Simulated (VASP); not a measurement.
# Na3SmP2 (P4/mmm) in VASP: a series of runs, part 2 of 2

VASP 6.6.1. The steps go on from the part before.

## (3) Single point, PBE

This run uses another cell than the first one, of 39.23 Å³/atom.

Contents of INCAR:

```
SYSTEM = Na3SmP2
ALGO = Normal
EDIFF = 1E-6
ENCUT = 500
GGA = PE
GGA_COMPAT = .FALSE.
ISIF = 2
ISMEAR = 0
LASPH = .TRUE.
LCHARG = .FALSE.
LMAXMIX = 6
LREAL = .FALSE.
LWAVE = .FALSE.
NBANDS = 30
NELM = 200
PREC = Accurate
SIGMA = 0.1
```

Contents of KPOINTS:

```
k-points
0
G
  4 4 4
  0 0 0
```

Contents of POSCAR:

```
Na3SmP2
1.0
    5.6988761681      0.0000000000      0.0000000000
    0.0000000000      5.6988761681      0.0000000000
    0.0000000000      0.0000000000      7.2473779259
Na Sm P
3 1 2
Direct
    0.0000000000      0.5000000000      0.5000000000
    0.5000000000      0.0000000000      0.5000000000
    0.5000000000      0.5000000000      0.5000000000
    0.0000000000      0.0000000000      0.0000000000
    0.0000000000      0.0000000000      0.3525100347
    0.0000000000      0.0000000000      0.6474899653
```

Potentials or basis: VASP PAW PBE potentials, release 64 (Na_pv, Sm_3, P), 4f in core.

Started as:

```console
$ cat potpaw_PBE.64/Na_pv/POTCAR potpaw_PBE.64/Sm_3/POTCAR potpaw_PBE.64/P/POTCAR > POTCAR
$ mpirun -np 1 vasp_std > vasp.out
```

OUTCAR:

```text
SYSTEM = Na3SmP2
   EDIFF = 1E-6
   ENCUT = 500
   GGA = PE
   ISIF = 2
   ISMEAR = 0
   LASPH = .TRUE.
   LREAL = .FALSE.
   NELM = 200
   PREC = Accurate

 ion  position               nearest neighbor table
   1  0.000  0.500  0.500-
   2  0.500  0.000  0.500-
   3  0.500  0.500  0.500-
   4  0.000  0.000  0.000-   5 2.55   6 2.55
   5  0.000  0.000  0.353-   6 2.14   4 2.55
   6  0.000  0.000  0.647-   5 2.14   4 2.55

  LATTYP: Found a simple tetragonal cell.
 ALAT       =     5.6988761681
 C/A-ratio  =     1.2717205484

  Lattice vectors:

 A1 = (   5.6988761681,   0.0000000000,   0.0000000000)
 A2 = (   0.0000000000,   5.6988761681,   0.0000000000)
 A3 = (   0.0000000000,   0.0000000000,   7.2473779259)

Analysis of symmetry for initial positions (statically):
=====================================================================
 Subroutine PRICEL returns:
 Original cell was already a primitive cell.

 Routine SETGRP: Setting up the symmetry group for a
 simple tetragonal supercell.

 Subroutine GETGRP returns: Found 16 space group operations
 (whereof 16 operations were pure point group operations)
 out of a pool of 16 trial point group operations.

The static configuration has the point symmetry D_4h.

Analysis of symmetry for dynamics (positions and initial velocities):
=====================================================================
 Subroutine PRICEL returns:
 Original cell was already a primitive cell.

 Routine SETGRP: Setting up the symmetry group for a
 simple tetragonal supercell.

 Subroutine GETGRP returns: Found 16 space group operations
 (whereof 16 operations were pure point group operations)
 out of a pool of 16 trial point group operations.

The dynamic configuration has the point symmetry D_4h.

 Subroutine INISYM returns: Found 16 space group operations
 (whereof 16 operations are pure point group operations),
 and found     1 'primitive' translations

----------------------------------------------------------------------------------------

                                     Primitive cell

  volume of cell :     235.3745

  direct lattice vectors                    reciprocal lattice vectors
     5.698876168  0.000000000  0.000000000     0.175473193  0.000000000  0.000000000
     0.000000000  5.698876168  0.000000000     0.000000000  0.175473193  0.000000000
     0.000000000  0.000000000  7.247377926     0.000000000  0.000000000  0.137980937

  length of vectors
     5.698876168  5.698876168  7.247377926     0.175473193  0.175473193  0.137980937

  position of ions in fractional coordinates (direct lattice)
     0.000000000  0.500000000  0.500000000
     0.500000000  0.000000000  0.500000000
     0.500000000  0.500000000  0.500000000
     0.000000000  0.000000000  0.000000000
     0.000000000  0.000000000  0.352510035
     0.000000000  0.000000000  0.647489965

  ion indices of the primitive-cell ions
   primitive index   ion index
                 1           1
                 2           2
                 3           3
                 4           4
[... 24 lines left out ...]
 Subroutine IBZKPT returns following result:
 ===========================================

 Found     18 irreducible k-points:

 Following reciprocal coordinates:
            Coordinates               Weight
  0.000000  0.000000  0.000000      1.000000
  0.250000  0.000000  0.000000      4.000000
  0.500000  0.000000  0.000000      2.000000
  0.250000  0.250000  0.000000      4.000000
  0.500000  0.250000  0.000000      4.000000
  0.500000  0.500000  0.000000      1.000000
[... 10 lines left out ...]
  0.500000  0.250000  0.500000      4.000000
  0.500000  0.500000  0.500000      1.000000
   k-points           NKPTS =     18   k-points in BZ     NKDIM =     18   number of bands    NBANDS=     30
   number of dos      NEDOS =    301   number of ions     NIONS =      6
   total plane-waves  NPLWV =  95256
   dimension x,y,z NGX =    42 NGY =   42 NGZ =   54
   dimension x,y,z NGXF=    84 NGYF=   84 NGZF=  108
   ions per type =               3   1   2
   NGX,Y,Z   is equivalent  to a cutoff of  12.25, 12.25, 12.39 a.u.
   NGXF,Y,Z  is equivalent  to a cutoff of  24.50, 24.50, 24.77 a.u.
 SYSTEM =  Na3SmP2
   PREC   = accura    normal or accurate (medium, high low for compatibility)
   ISTART =      0    job   : 0-new  1-cont  2-samecut
   ICHARG =      2    charge: 1-file 2-atom 10-const
   ISPIN  =      1    spin polarized calculation?
   LNONCOLLINEAR =      F non collinear calculations
   LSORBIT =      F    spin-orbit coupling
   LASPH  =      T    aspherical Exc in radial PAW
   ENCUT  =  500.0 eV  36.75 Ry    6.06 a.u.  10.39 10.39 13.21*2*pi/ulx,y,z
   NELM   =    200;   NELMIN=  2; NELMDL= -5     # of ELM steps
   EDIFF  = 0.1E-05   stopping-criterion for ELM
   LREAL  =      F    real-space projection
   EDIFFG = 0.1E-04   stopping-criterion for IOM
   NSW    =      0    number of steps for IOM
   IBRION =     -1    ionic relax: 0-MD 1-quasi-New 2-CG
   NFREE  =      0    steps in history (QN), initial steepest desc. (CG)
   ISIF   =      2    stress and relaxation
   ISYM   =      2    0-nonsym 1-usesym 2-fastsym
   POTIM  = 0.5000    time-step for ionic-motion
   TEBEG  =    0.0;   TEEND  =   0.0 temperature during run
   PSTRESS=    0.0 pullay stress
   NELECT =      42.0000    total number of electrons
   NUPDOWN=      -1.0000    fix difference up-down
   EMIN   =  10.00;   EMAX   =-10.00  energy-range for DOS
   EFERMI =   0.00;   METHOD = LEGACY
   ISMEAR =     0;   SIGMA  =   0.10  broadening in eV -4-tet -1-fermi 0-gaus
   EFERMI_NEDOS =   21; number of points for ismear=-14 and -15
   IALGO  =     38    algorithm
   IMIX   =      4    mixing-type and parameters
     AMIX     =   0.40;   BMIX     =  1.00
     AMIX_MAG =   1.60;   BMIX_MAG =  1.00
  volume/ion in A,a.u.               =      39.23       264.73
  Fermi-wavevector in a.u.,A,eV,Ry     =   0.921662  1.741688 11.557606  0.849460
  Thomas-Fermi vector in A             =   2.047103
   LORBIT       =      0    0 simple, 1 ext, 2 COOP (PROOUT), +10 PAW based schemes
   GGA     = PE    functional components
   LHFCALC =     F    Hartree Fock is set to
   AEXX    =    0.0000 exact exchange contribution
   IVDW    =     0    specifies the selected vdW correction
   LEPSILON=     F    determine dielectric tensor
   LRPA    =     F    only Hartree local field effects (RPA)
 non-spin polarized calculation
 Gauss-broadening in eV      SIGMA  =   0.10
  energy-cutoff  :      500.00
  volume of cell :      235.37
 maximum number of plane-waves:      6010
 NGX is ok and might be reduce to    42
   NGX = 21   NGY = 21   NGZ = 27

 number of electron      41.9999952 magnetization

 Free energy of the ion-electron system (eV)
  ---------------------------------------------------
  ext. energy  EPLUGINS =         0.00000000
  ---------------------------------------------------
  free energy    TOTEN  =       -18.44883284 eV

  energy without entropy =      -18.43872512  energy(sigma->0) =      -18.44377898

 E-fermi :   0.8974     XC(G=0):  -6.7551

 val. band max:        0.8515941072   @ k =   0.2500   0.2500   0.5000
 cond. band min:       1.0269478554   @ k =   0.5000   0.2500   0.5000
 fundamental gap:      0.1753537481
 Fermi energy:         0.8973534212

 k-point     1 :       0.0000    0.0000    0.0000
  band No.  band energies     occupation
      1     -41.4251      2.00000
      2     -25.1087      2.00000
      3     -25.1087      2.00000
      4     -25.0045      2.00000
      5     -24.1737      2.00000
      6     -24.1737      2.00000
[... 583 lines left out ...]
     29       3.8576      0.00000
     30       3.8738      0.00000

------------------------ aborting loop because EDIFF is reached ----------------------------------------

  FORCE on cell =-STRESS in cart. coord.  units (eV):
  Direction    XX          YY          ZZ          XY          YZ          ZX
  --------------------------------------------------------------------------------------
  -------------------------------------------------------------------------------------
  Total        0.0071695      0.0071695      0.5189763      0.0000000     -0.0000000     -0.0000000
  in kB        0.0488023      0.0488023      3.5326351      0.0000000     -0.0000000     -0.0000000
  external PRESSURE =       1.2100799 kB  Pullay stress =       0.0000000 kB

 VOLUME and BASIS-vectors are now :
 -----------------------------------------------------------------------------
  energy-cutoff  :      500.00
  volume of cell :      235.37
      direct lattice vectors                 reciprocal lattice vectors
     5.698876168  0.000000000  0.000000000     0.175473193  0.000000000  0.000000000
     0.000000000  5.698876168  0.000000000     0.000000000  0.175473193  0.000000000
     0.000000000  0.000000000  7.247377926     0.000000000  0.000000000  0.137980937

 POSITION                                       TOTAL-FORCE (eV/Angst)
 -----------------------------------------------------------------------------------
      0.00000      2.84944      3.62369        -0.000000     -0.000000      0.000000
      2.84944      0.00000      3.62369        -0.000000     -0.000000      0.000000
      2.84944      2.84944      3.62369        -0.000000     -0.000000      0.000000
      0.00000      0.00000      0.00000        -0.000000     -0.000000      0.000000
      0.00000      0.00000      2.55477         0.000000      0.000000      0.139498
      0.00000      0.00000      4.69260        -0.000000      0.000000     -0.139498
 -----------------------------------------------------------------------------------
    total drift:                                0.000000      0.000000     -0.000000

  FREE ENERGIE OF THE ION-ELECTRON SYSTEM (eV)
  ---------------------------------------------------
  free  energy   TOTEN  =       -18.4488328359 eV

  energy  without entropy=      -18.4387251150  energy(sigma->0) =      -18.44377898
```

Run time: 55 s. Hardware: 1 thread of AMD EPYC 9R45 (Zen 5), shared host; peak memory 0.32 GiB.

Results:

```yaml
Free_energy: -18.4488 eV
Pressure: 0.1 GPa
Largest_force: 0.139 eV/Å
Band_gap_on_the_k_mesh: zero (bands 21 and 22 overlap by 0.42 eV)
```

Forces on the atoms (eV/Å):
```
Na   0.000  0.000  0.000
Na   0.000  0.000  0.000
Na   0.000  0.000  0.000
Sm   0.000  0.000  0.000
P    0.000  0.000  0.139
P    0.000  0.000 -0.139
```

Stress tensor (GPa, compression positive):
```
0.00 0.00 0.00
0.00 0.00 0.00
0.00 0.00 0.35
```

Levels at points of the mesh, in eV from the Fermi level:
```csv
k point,band 17,band 18,band 19,band 20,band 21,band 22,band 23,band 24,band 25,band 26
"(0.00, 0.00, 0.00)",-3.04,-3.04,-1.66,-1.26,-1.26,0.37,0.46,1.43,1.83,3.05
"(0.50, 0.00, 0.00)",-3.71,-2.98,-1.64,-1.21,-0.40,0.41,1.02,1.49,1.78,1.90
"(0.50, 0.50, 0.00)",-3.51,-3.51,-1.54,-1.54,-0.61,1.24,1.27,1.65,1.86,1.86
"(0.00, 0.00, 0.50)",-3.26,-2.75,-0.94,-0.92,-0.29,-0.29,0.60,1.34,1.47,1.52
"(0.50, 0.00, 0.50)",-3.21,-2.66,-1.09,-0.21,-0.10,0.61,0.94,1.16,1.27,1.35
"(0.50, 0.50, 0.50)",-3.69,-2.61,-0.83,-0.83,-0.26,0.38,1.01,1.31,1.31,1.66
```

Caveat: spin-orbit coupling is left out, which moves the levels of the heavy elements; the 4f electrons are frozen in the core, so they carry no moment and show no levels. Spin polarisation is off, so any magnetic state and its effect on volume and gap are missing.

The gap in the log of VASP goes by the Fermi energy; the results here count the filled bands.